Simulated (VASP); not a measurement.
Runs of VASP 6.6.1 on Ta. The structure is that of space group P6_3/mmc (No. 194), or close to it. The cells are those of the table. 

```tsv
cell	further INCAR settings	gap on the mesh (eV)	pressure (GPa)
a = 2.729, b = 2.729, c = 5.834 Å, angles 90.0, 90.0, 120.0°, 2 atoms	ALGO = Fast; EDIFF = 1e-07; NBANDS = 18	none	7.3
a = 3.124, b = 3.124, c = 4.452 Å, angles 90.0, 90.0, 120.0°, 2 atoms	ALGO = Fast; EDIFF = 1e-07; NBANDS = 18	none	0.9
a = 3.062, b = 3.062, c = 4.636 Å, angles 90.0, 90.0, 120.0°, 2 atoms	ALGO = Fast; EDIFF = 1e-06; NBANDS = 18	none	-0.3
a = 2.940, b = 2.940, c = 5.028 Å, angles 90.0, 90.0, 120.0°, 2 atoms	ALGO = Fast; EDIFF = 1e-07; NBANDS = 18	none	(a)
a = 2.657, b = 2.657, c = 6.154 Å, angles 90.0, 90.0, 120.0°, 2 atoms	ALGO = Fast; EDIFF = 1e-06; NBANDS = 18	none	(b)
```

Alike in all rows: task single point; level PBE; potentials or basis VASP PAW PBE potentials, release 64 (Ta_pv); no spin polarisation; k mesh 21 × 21 × 10; cutoff (eV) 520; smearing gaussian 0.15 eV.

**Question.** Estimate the missing entries.

**Answer.** (a) -1.0; (b) 15.9.

Caveats: spin-orbit coupling is left out, which moves the levels of the heavy elements.

A k mesh can miss the band edges, and the runs leave out spin-orbit coupling on Ta.

A gap of «none» marks levels without a gap at the run's occupations.
